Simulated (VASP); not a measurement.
Runs of VASP 6.6.1 on KI. The structure is that of space group Fm-3m (No. 225), or close to it. The cells are those of the table. 

| task | cell | gap on the mesh (eV) | pressure (GPa) |
| --- | --- | --- | --- |
| electric field gradients | a = 4.884 Å, angles 60.0°, 2 atoms | 4.13 | 1.7 |
| single point | a = 4.934 Å, angles 60.0°, 2 atoms | 4.05 | (a) |
| single point | a = 5.034 Å, angles 60.0°, 2 atoms | 3.91 | 0.3 |
| electric field gradients | a = 4.984 Å, angles 60.0°, 2 atoms | 3.98 | 0.7 |
| single point | a = 4.984 Å, angles 60.0°, 2 atoms | 3.98 | 0.7 |
| electric field gradients | a = 5.034 Å, angles 60.0°, 2 atoms | 3.91 | 0.3 |

Alike in all rows: level PBE; potentials or basis VASP PAW PBE potentials, release 64 (K_sv, I); no spin polarisation; k mesh 8 × 8 × 8; cutoff (eV) 520; smearing fermi-dirac 0.01 eV.

Q: Fill in the values left out.

A: (a) 1.2.

Caveats: spin-orbit coupling is left out, which moves the levels of the heavy elements.

A k mesh can miss the band edges, and the runs leave out spin-orbit coupling on I.
